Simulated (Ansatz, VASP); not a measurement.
## Two plane-wave programs on ScNb2O3

```
Sc Nb O
1.0
     2.70118    1.55952    2.97975
    -2.70118    1.55952    2.97975
     0.00000   -3.11905    2.97975
Sc Nb O
1 2 3
Direct
  0.00000 0.00000 0.00000
  0.33197 0.33197 0.33197
  0.66803 0.66803 0.66803
  0.00000 0.50000 0.00000
  0.00000 0.00000 0.50000
  0.50000 0.00000 0.00000
```

Change from the starting cell: species swapped into the Ho2AlFe3 type (R-3m, No. 166).

Alike in both runs: functional PBE; k mesh 12 × 12 × 12; occupations gaussian, width 0.1 eV; no spin polarisation.

Ansatz relaxed the structure, and its values are those at the end. VASP's run is a single point on that final structure, the one shown.

|  | VASP | Ansatz |
| --- | --- | --- |
| version | VASP 6.6.1 | Ansatz 0.2.0 |
| potentials or method | VASP PAW PBE potentials, release 64 (Sc_sv, Nb_sv, O), cutoff 520 eV | scalar-relativistic, plane waves, PAW |
| valence electrons in the cell | 55 | 55 |

|  | VASP | Ansatz | Ansatz less VASP |
| --- | --- | --- | --- |
| gap on the k mesh at the Fermi level (eV) | none | none | - |
| pressure (GPa) | 0.3 | 0.0 | -0.25 |

A gap of «none» marks a metal or a gap that the smearing closes. With one functional, cell and mesh, what is left measures potentials, basis and numerics.
